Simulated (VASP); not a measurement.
# Si2C (P1) in VASP: notebook

Si2C is run at these levels: PBE, PBEsol; tasks: single point.

Program: VASP 6.6.1. These are calculated values, not measurements. Logs are shortened: lines on timing, memory, paths and dates and some standing lists are left out, and cuts for length are marked.

**1. The cell of the first run**

The typed cell holds 3 atoms: a = 3.380 Å, b = 3.380 Å, c = 4.653 Å, α = 90.00°, β = 90.00°, γ = 120.00°.

**2. Single point, PBE**

Input file INCAR:

```
SYSTEM = Si2C
PREC = Accurate
ENCUT = 520
EDIFF = 1E-6
ISMEAR = 1
SIGMA = 0.1
LREAL = .False.
LASPH = .True.
NELM = 60
ALGO = Normal
ISIF = 2
LWAVE = .False.
LCHARG = .True.
GGA = PE
LELF = .True.
LVHAR = .True.
NBANDS = 13
```

Input file KPOINTS:

```
regular mesh
0
Gamma
  10 10 7
  0 0 0
```

Input file POSCAR:

```
Si2C
1.0
    3.3797266700      0.0000000000      0.0000000000
   -1.6898633400      2.9269291600      0.0000000000
    0.0000000000      0.0000000000      4.6533202500
Si C
2 1
Direct
    0.3196890000      0.6565670000      0.7491440000
    0.3383810000      0.6796170000      0.2388180000
   -0.0098540000     -0.0099810000     -0.0082740000
```

Potentials or basis: VASP PAW PBE potentials, release 64 (Si, C).

Started as:

```
$ cat potpaw_PBE.64/Si/POTCAR potpaw_PBE.64/C/POTCAR > POTCAR
$ mpirun -np 1 vasp_std > vasp.out
```

OUTCAR:

```text
SYSTEM = Si2C
   PREC = Accurate
   ENCUT = 520
   EDIFF = 1E-6
   ISMEAR = 1
   LREAL = .False.
   LASPH = .True.
   NELM = 60
   ISIF = 2
   GGA = PE

 ion  position               nearest neighbor table
   1  0.320  0.657  0.749-   3 2.24   3 2.25   3 2.26   2 2.28   2 2.38
   2  0.338  0.680  0.239-   3 2.23   3 2.25   1 2.28   3 2.32   1 2.38
   3  0.990  0.990  0.992-   2 2.23   1 2.24   2 2.25   1 2.25   1 2.26   2 2.32

  LATTYP: Found a hexagonal cell.
 ALAT       =     3.3797266700
 C/A-ratio  =     1.3768333076

  Lattice vectors:

 A1 = (   3.3797266700,   0.0000000000,   0.0000000000)
 A2 = (  -1.6898633400,   2.9269291600,   0.0000000000)
 A3 = (   0.0000000000,   0.0000000000,   4.6533202500)

Analysis of symmetry for initial positions (statically):
=====================================================================
 Subroutine PRICEL returns:
 Original cell was already a primitive cell.

 Routine SETGRP: Setting up the symmetry group for a
 hexagonal supercell.

 Subroutine GETGRP returns: Found  1 space group operations
 (whereof  1 operations were pure point group operations)
 out of a pool of 24 trial point group operations.

The static configuration has the point symmetry C_1 .

Analysis of symmetry for dynamics (positions and initial velocities):
=====================================================================
 Subroutine PRICEL returns:
 Original cell was already a primitive cell.

 Routine SETGRP: Setting up the symmetry group for a
 hexagonal supercell.

 Subroutine GETGRP returns: Found  1 space group operations
 (whereof  1 operations were pure point group operations)
 out of a pool of 24 trial point group operations.

The dynamic configuration has the point symmetry C_1 .

 Subroutine INISYM returns: Found  1 space group operations
 (whereof  1 operations are pure point group operations),
 and found     1 'primitive' translations

----------------------------------------------------------------------------------------

                                     Primitive cell

  volume of cell :      46.0317

  direct lattice vectors                    reciprocal lattice vectors
     3.379726670  0.000000000  0.000000000     0.295881915  0.170827504  0.000000000
    -1.689863340  2.926929160  0.000000000     0.000000000  0.341655006  0.000000000
     0.000000000  0.000000000  4.653320250     0.000000000  0.000000000  0.214900318

  length of vectors
     3.379726670  3.379726678  4.653320250     0.341655007  0.341655006  0.214900318

  position of ions in fractional coordinates (direct lattice)
     0.319689000  0.656567000  0.749144000
     0.338381000  0.679617000  0.238818000
     0.990146000  0.990019000  0.991726000

  ion indices of the primitive-cell ions
   primitive index   ion index
                 1           1
                 2           2
                 3           3

----------------------------------------------------------------------------------------

 KPOINTS: regular mesh

Automatic generation of k-mesh.
 Grid dimensions read from file:
 generate k-points for:   10   10    7

 Generating k-lattice:

  Cartesian coordinates                     Fractional coordinates (reciprocal lattice)
     0.029588192  0.017082750  0.000000000     0.100000000  0.000000000  0.000000000
     0.000000000  0.034165501  0.000000000     0.000000000  0.100000000  0.000000000
     0.000000000  0.000000000  0.030700045     0.000000000  0.000000000  0.142857143

  Length of vectors
     0.034165501  0.034165501  0.030700045

  Shift w.r.t. Gamma in fractional coordinates (k-lattice)
     0.000000000  0.000000000  0.000000000

 Subroutine IBZKPT returns following result:
 ===========================================

 Found    352 irreducible k-points:

 Following reciprocal coordinates:
            Coordinates               Weight
  0.000000  0.000000  0.000000      1.000000
  0.100000  0.000000  0.000000      2.000000
  0.000000  0.100000  0.000000      2.000000
 -0.100000  0.100000  0.000000      2.000000
  0.200000  0.000000  0.000000      2.000000
  0.000000  0.200000  0.000000      2.000000
[... 16 lines left out ...]
 -0.200000  0.300000  0.000000      2.000000
  0.100000  0.200000  0.000000      2.000000
 [... further k-points ...]
   k-points           NKPTS =    352   k-points in BZ     NKDIM =    352   number of bands    NBANDS=     13
   number of dos      NEDOS =    301   number of ions     NIONS =      3
   total plane-waves  NPLWV =  28224
   dimension x,y,z NGX =    28 NGY =   28 NGZ =   36
   dimension x,y,z NGXF=    56 NGYF=   56 NGZF=   72
   ions per type =               2   1
   NGX,Y,Z   is equivalent  to a cutoff of  13.77, 13.77, 12.86 a.u.
   NGXF,Y,Z  is equivalent  to a cutoff of  27.55, 27.55, 25.72 a.u.
 SYSTEM =  Si2C
   PREC   = accura    normal or accurate (medium, high low for compatibility)
   ISTART =      0    job   : 0-new  1-cont  2-samecut
   ICHARG =      2    charge: 1-file 2-atom 10-const
   ISPIN  =      1    spin polarized calculation?
   LNONCOLLINEAR =      F non collinear calculations
   LSORBIT =      F    spin-orbit coupling
   LASPH  =      T    aspherical Exc in radial PAW
   ENCUT  =  520.0 eV  38.22 Ry    6.18 a.u.   6.28  6.28  8.65*2*pi/ulx,y,z
   NELM   =     60;   NELMIN=  2; NELMDL= -5     # of ELM steps
   EDIFF  = 0.1E-05   stopping-criterion for ELM
   LREAL  =      F    real-space projection
   EDIFFG = 0.1E-04   stopping-criterion for IOM
   NSW    =      0    number of steps for IOM
   IBRION =     -1    ionic relax: 0-MD 1-quasi-New 2-CG
   NFREE  =      0    steps in history (QN), initial steepest desc. (CG)
   ISIF   =      2    stress and relaxation
   ISYM   =      2    0-nonsym 1-usesym 2-fastsym
   POTIM  = 0.5000    time-step for ionic-motion
   TEBEG  =    0.0;   TEEND  =   0.0 temperature during run
   PSTRESS=    0.0 pullay stress
   NELECT =      12.0000    total number of electrons
   NUPDOWN=      -1.0000    fix difference up-down
   EMIN   =  10.00;   EMAX   =-10.00  energy-range for DOS
   EFERMI =   0.00;   METHOD = LEGACY
   ISMEAR =     1;   SIGMA  =   0.10  broadening in eV -4-tet -1-fermi 0-gaus
   EFERMI_NEDOS =   21; number of points for ismear=-14 and -15
   IALGO  =     38    algorithm
   IMIX   =      4    mixing-type and parameters
     AMIX     =   0.40;   BMIX     =  1.00
     AMIX_MAG =   1.60;   BMIX_MAG =  1.00
  volume/ion in A,a.u.               =      15.34       103.55
  Fermi-wavevector in a.u.,A,eV,Ry     =   1.045802  1.976280 14.880730  1.093703
  Thomas-Fermi vector in A             =   2.180614
   LORBIT       =      0    0 simple, 1 ext, 2 COOP (PROOUT), +10 PAW based schemes
   GGA     = PE    functional components
   LHFCALC =     F    Hartree Fock is set to
   AEXX    =    0.0000 exact exchange contribution
   IVDW    =     0    specifies the selected vdW correction
   LEPSILON=     F    determine dielectric tensor
   LRPA    =     F    only Hartree local field effects (RPA)
 non-spin polarized calculation
 Methfessel and Paxton  Order N= 1 SIGMA  =   0.10
  energy-cutoff  :      520.00
  volume of cell :       46.03
 maximum number of plane-waves:      1265
 NGX is ok and might be reduce to    28
   NGX = 13   NGY = 13   NGZ = 17

 number of electron      12.0000000 magnetization

 Free energy of the ion-electron system (eV)
  ---------------------------------------------------
  ext. energy  EPLUGINS =         0.00000000
  ---------------------------------------------------
  free energy    TOTEN  =       -16.16433976 eV

  energy without entropy =      -16.16261173  energy(sigma->0) =      -16.16376375

 E-fermi :   7.0569     XC(G=0): -10.1861

 val. band max:        7.0507791836   @ k =  -0.3000  -0.2000   0.1429
 cond. band min:       7.0577091241   @ k =  -0.1000   0.0000   0.2857
 fundamental gap:      0.0069299404
 Fermi energy:         7.0569091127

 k-point     1 :       0.0000    0.0000    0.0000
  band No.  band energies     occupation
      1      -8.0129      2.00000
      2      -0.3884      2.00000
      3      -0.3010      2.00000
      4       4.3209      2.00000
      5       4.5852      2.00000
      6       6.1604      2.00000
      7       9.5559      0.00000
      8       9.8335      0.00000
      9      10.8507      0.00000
     10      13.1526      0.00000
     11      13.2418      0.00000
     12      13.5871      0.00000
     13      15.2801      0.00000

 k-point     2 :       0.1000    0.0000    0.0000
  band No.  band energies     occupation
      1      -7.8692      2.00000
      2      -0.3152      2.00000
      3      -0.1500      2.00000
      4       3.2000      2.00000
      5       4.2944      2.00000
      6       7.0788      0.63965
      7       9.3198      0.00000
      8       9.9695      0.00000
      9      10.2607      0.00000
     10      12.9682      0.00000
     11      13.1056      0.00000
     12      13.8360      0.00000
     13      14.5273      0.00000

 k-point     3 :       0.0000    0.1000    0.0000
  band No.  band energies     occupation
      1      -7.8710      2.00000
      2      -0.3130      2.00000
      3      -0.1512      2.00000
      4       3.3596      2.00000
      5       4.1106      2.00000
      6       7.0816      0.59661
      7       9.1923      0.00000
      8      10.1273      0.00000
      9      10.2937      0.00000
     10      12.9410      0.00000
     11      13.0776      0.00000
     12      13.8235      0.00000
     13      14.6010      0.00000
[... 305 lines left out ...]
 k-point    23 :      -0.2000    0.3000    0.0000
  band No.  band energies     occupation
      1      -7.0314      2.00000
      2      -0.5830      2.00000
      3       0.7290      2.00000
      4       1.3091      2.00000
      5       2.9617      2.00000
      6       7.5042     -0.00000
      7       7.9223     -0.00000
      8       8.9853     -0.00000
      9      10.7348      0.00000
     10      11.0457      0.00000
     11      12.4021      0.00000
     12      13.5022      0.00000
     13      15.3778      0.00000

 k-point    24 :       0.1000    0.2000    0.0000
  band No.  band energies     occupation
      1      -7.0393      2.00000
      2      -0.5417      2.00000
      3       0.7247      2.00000
      4       1.3499      2.00000
      5       2.8904      2.00000
      6       7.4531     -0.00000
      7       7.9585     -0.00000
      8       8.9490     -0.00000
      9      10.7817      0.00000
     10      11.0186      0.00000
     11      12.4604      0.00000
     12      13.4521      0.00000
     13      15.4267      0.00000

 [... further k-points ...]
[... 5 lines left out ...]
  --------------------------------------------------------------------------------------
  -------------------------------------------------------------------------------------
  Total       -6.6707117     -6.3786088      2.6704832      0.0161888      0.2703132      0.0902248
  in kB     -232.1806487   -222.0137221     92.9487819      0.5634662      9.4085140      3.1403629
  external PRESSURE =    -120.4151963 kB  Pullay stress =       0.0000000 kB

 VOLUME and BASIS-vectors are now :
 -----------------------------------------------------------------------------
  energy-cutoff  :      520.00
  volume of cell :       46.03
      direct lattice vectors                 reciprocal lattice vectors
     3.379726670  0.000000000  0.000000000     0.295881915  0.170827504  0.000000000
    -1.689863340  2.926929160  0.000000000     0.000000000  0.341655006  0.000000000
     0.000000000  0.000000000  4.653320250     0.000000000  0.000000000  0.214900318

 POSITION                                       TOTAL-FORCE (eV/Angst)
 -----------------------------------------------------------------------------------
     -0.02905      1.92173      3.48601        -0.053973     -0.202369     -1.202263
     -0.00482      1.98919      1.11130         0.054744      0.111940      1.260025
      1.67343      2.89772      4.61482        -0.000770      0.090429     -0.057762
 -----------------------------------------------------------------------------------
    total drift:                                0.000001     -0.000005      0.000058

  FREE ENERGIE OF THE ION-ELECTRON SYSTEM (eV)
  ---------------------------------------------------
  free  energy   TOTEN  =       -16.1643397633 eV

  energy  without entropy=      -16.1626117258  energy(sigma->0) =      -16.16376375
```

Wall time 1.9 min (1 thread of Intel Xeon 6975P-C (Granite Rapids), shared host); peak memory 0.31 GiB.

What came out:

| Property | Result |
| --- | --- |
| Free energy | -16.1643 eV |
| Pressure | -12.0 GPa |
| Largest force | 1.266 eV/Å |
| Band gap on the k mesh | zero (bands 6 and 7 overlap by 2.70 eV) |

Forces on the atoms (eV/Å):
```
Si  -0.054 -0.202 -1.202
Si   0.055  0.112  1.260
C   -0.001  0.090 -0.058
```

Caveat: the stress differs along the axes, from -23 to 9 GPa; forces of over 1 eV/Å act on the atoms, so gaps and moduli don't describe the material at rest.

**3. Single point, PBE**

Input file INCAR:

```
PREC = Accurate ; ENCUT = 520
EDIFF = 1E-7 ; ISMEAR = -1
SIGMA = 0.05 ; LREAL = False
LASPH = True ; NELM = 100
ALGO = Normal ; ISIF = 2
LWAVE = False ; LCHARG = False
GGA = PE ; NBANDS = 13
```

Input file KPOINTS:

```
regular mesh
0
Gamma
  10 10 7
```

POSCAR is that of step 2.

Potentials or basis: VASP PAW PBE potentials, release 64 (Si, C).

Started as:

```
$ cat potpaw_PBE.64/Si/POTCAR potpaw_PBE.64/C/POTCAR > POTCAR
$ mpirun -np 1 vasp_std > vasp.out
```

Wall time 2 min (1 thread of Intel Xeon 6975P-C (Granite Rapids), shared host); peak memory 0.31 GiB.

It converged, with:

```
Free energy            : -16.1722 eV
Pressure               : -12.0 GPa
Largest force          : 1.242 eV/Å
Band gap on the k mesh : zero (bands 6 and 7 overlap by 2.70 eV)
```

Forces in eV/Å, atoms in the order of the input:
```
Si  -0.053 -0.195 -1.178
Si   0.054  0.114  1.235
C   -0.001  0.081 -0.058
```

Stress tensor (GPa, compression positive):
```
-23.21   0.05   0.33
  0.05 -22.29   0.96
  0.33   0.96   9.55
```

Levels at points of the mesh, in eV from the Fermi level:
```
           k point  band 2  band 3  band 4  band 5  band 6  band 7  band 8  band 9  band 10  band 11
(0.00, 0.00, 0.00)   -7.44   -7.35   -2.73   -2.47   -0.89    2.50    2.78    3.80     6.10     6.19
(0.50, 0.00, 0.00)  -10.39   -5.12   -4.53   -4.18   -2.32   -1.88    1.19    3.95     4.31     5.03
(0.00, 0.50, 0.00)  -10.14   -5.13   -4.61   -4.29   -2.16   -1.89    1.09    3.96     4.29     4.91
(0.50, 0.50, 0.00)  -10.39   -5.12   -4.54   -4.16   -2.32   -1.88    1.19    3.95     4.32     5.03
```

Caveat: the stress differs along the axes, from -23 to 10 GPa; forces of over 1 eV/Å act on the atoms, so gaps and moduli don't describe the material at rest.

**4. Single point, PBEsol**

Input file INCAR:

```
SYSTEM = Si2C
PREC = Accurate
ENCUT = 520
EDIFF = 1E-6
ISMEAR = 1
SIGMA = 0.05
LREAL = .FALSE.
LASPH = .TRUE.
NELM = 80
ALGO = Normal
ISIF = 2
LWAVE = .FALSE.
LCHARG = .FALSE.
GGA = PS
NBANDS = 13
```

Input file KPOINTS:

```
Automatic mesh
0
G
  12 12 8
  0 0 0
```

POSCAR is that of step 3.

Started as:

```
$ cat potpaw_PBE.64/Si/POTCAR potpaw_PBE.64/C/POTCAR > POTCAR
$ mpirun -np 1 vasp_std > vasp.out
```

It took 3.2 min on 1 thread of Intel Xeon 6975P-C (Granite Rapids), shared host; peak memory 0.4 GiB.

It converged, with:

```yaml
Free_energy: -17.3709 eV
Pressure: -14.4 GPa
Largest_force: 1.033 eV/Å
Band_gap_on_the_k_mesh: zero (bands 6 and 7 overlap by 2.56 eV)
```

Forces on the atoms (eV/Å):
```
Si  -0.051 -0.178 -0.968
Si   0.053  0.113  1.026
C   -0.002  0.065 -0.057
```

Stress tensor (GPa, compression positive):
```
-25.76   0.04   0.31
  0.04 -25.03   0.87
  0.31   0.87   7.73
```

Levels at points of the mesh, in eV from the Fermi level:
| k point | band 3 | band 4 | band 5 | band 6 | band 7 | band 8 | band 9 | band 10 |
| --- | --- | --- | --- | --- | --- | --- | --- | --- |
| (0.00, 0.00, 0.00) | -7.34 | -2.69 | -2.43 | -0.82 | 2.52 | 2.79 | 3.84 | 6.11 |
| (0.50, 0.00, 0.00) | -5.08 | -4.51 | -4.16 | -2.29 | -1.88 | 1.14 | 3.97 | 4.33 |
| (0.00, 0.50, 0.00) | -5.10 | -4.59 | -4.27 | -2.14 | -1.89 | 1.04 | 3.97 | 4.30 |
| (0.50, 0.50, 0.00) | -5.08 | -4.53 | -4.14 | -2.30 | -1.88 | 1.14 | 3.97 | 4.33 |
| (0.00, 0.00, 0.50) | -2.58 | -2.33 | -1.82 | -1.37 | 1.19 | 3.40 | 3.43 | 3.56 |
| (0.50, 0.00, 0.50) | -7.88 | -5.30 | -3.96 | -0.25 | 0.70 | 1.47 | 3.35 | 4.69 |
| (0.00, 0.50, 0.50) | -7.92 | -5.21 | -4.07 | -0.39 | 0.54 | 1.45 | 3.36 | 4.90 |
| (0.50, 0.50, 0.50) | -7.88 | -5.30 | -3.96 | -0.25 | 0.70 | 1.48 | 3.35 | 4.68 |

Caveat: the stress differs along the axes, from -26 to 8 GPa; the PAW data sets were made with another functional, which shifts forces and pressure a little.

**5. Overview**

```csv
level,k mesh,smearing,gap on the mesh (eV),pressure (GPa),largest force (eV/Å)
PBE,10 × 10 × 7,methfessel-paxton 0.1 eV,none,-12.0,1.27
PBE,10 × 10 × 7,fermi-dirac 0.05 eV,none,-12.0,1.24
PBEsol,12 × 12 × 8,methfessel-paxton 0.05 eV,none,-14.4,1.03
```

Alike in all rows: task single point; potentials or basis VASP PAW PBE potentials, release 64 (Si, C); no spin polarisation; cell as given; cutoff (eV) 520.

The pressure there spans -14.4 GPa (PBEsol) to -12.0 GPa (PBE); a positive pressure means that this level wants a larger cell, a negative one a smaller.

Caveats: forces of over 1 eV/Å act on the atoms, so gaps and moduli don't describe the material at rest (at least some runs); the stress differs along the axes, from -23 to 9 GPa (at least some runs); the stress differs along the axes, from -23 to 10 GPa (at least some runs); the stress differs along the axes, from -26 to 8 GPa (at least some runs); the PAW data sets were made with another functional, which shifts forces and pressure a little (at least some runs).

Total energies depend on the potentials used, so only differences within one code and one set of settings carry meaning.
